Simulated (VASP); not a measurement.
The system is HgTe.

```
Hg Te
1.0
     0.00000    3.22350    3.22350
     3.22350    0.00000    3.22350
     3.22350    3.22350    0.00000
Hg Te
1 1
Direct
  0.00000 0.00000 0.00000
  0.25000 0.25000 0.25000
```

Base run:

```yaml
Program: VASP 6.6.1
Functional: r2SCAN
Potentials_or_basis: VASP PAW PBE potentials, release 64 (Hg, Te)
Cutoff: 520 eV
k_mesh: 13 × 13 × 13
Occupations: fermi-dirac, width 0.05 eV
Spin: no spin polarisation
```

Its results: band gap on the k mesh zero (filled and empty bands touch); pressure 2.8 GPa.

Q: The run is repeated on the same cell with these changes: functional from r2SCAN to PBE; further incar settings from ALGO = Normal; EDIFF = 1e-08; NBANDS = 16 to ALGO = Normal; EDIFF = 1e-06; NBANDS = 16. What comes out?

A: Band gap on the k mesh zero (filled and empty bands touch); pressure 4.1 GPa.

Caveats: spin-orbit coupling is left out, which moves the levels of the heavy elements; the PAW data sets were made with another functional, which shifts forces and pressure a little (some runs).
